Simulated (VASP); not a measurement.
# Cs: single point with LDA

Cs:

```xyz
2
Lattice="4.9747 0.0000 0.0000 -2.4874 4.3082 0.0000 0.0000 0.0000 8.0591" Properties=species:S:1:pos:R:3 pbc="T T T"
Cs    0.0000    2.8722    2.0148
Cs    2.4874    1.4361    6.0443
```

```
Program                : VASP 6.6.1
Task                   : single point
Functional             : LDA
Potentials or basis    : VASP PAW LDA potentials, release 64 (Cs_sv)
Cutoff                 : 520 eV
k mesh                 : 9 × 9 × 5
Occupations            : fermi-dirac, width 0.1 eV
Spin                   : no spin polarisation
Dipole correction      : no
Further INCAR settings : ALGO = Normal; EDIFF = 1e-06; NBANDS = 16
```

- Pressure: 0.3 GPa
- Band gap on the k mesh: zero (band 9 reaches 1.91 eV, above the bottom of band 10 at 0.22 eV)

Levels at points of the mesh, in eV from the Fermi level:
```
           k point  band 7  band 8  band 9  band 10  band 11  band 12
(0.00, 0.00, 0.00)  -10.34  -10.33   -1.96    -0.17     1.25     2.47
```

Run time: 77 s on 1 thread of Intel(R) Xeon(R) Platinum 8175M CPU @ 2.50GHz (Skylake/Cascade Lake), on a shared host, peak memory 0.27 GiB.

Caveat: spin-orbit coupling is left out, which moves the levels of the heavy elements.
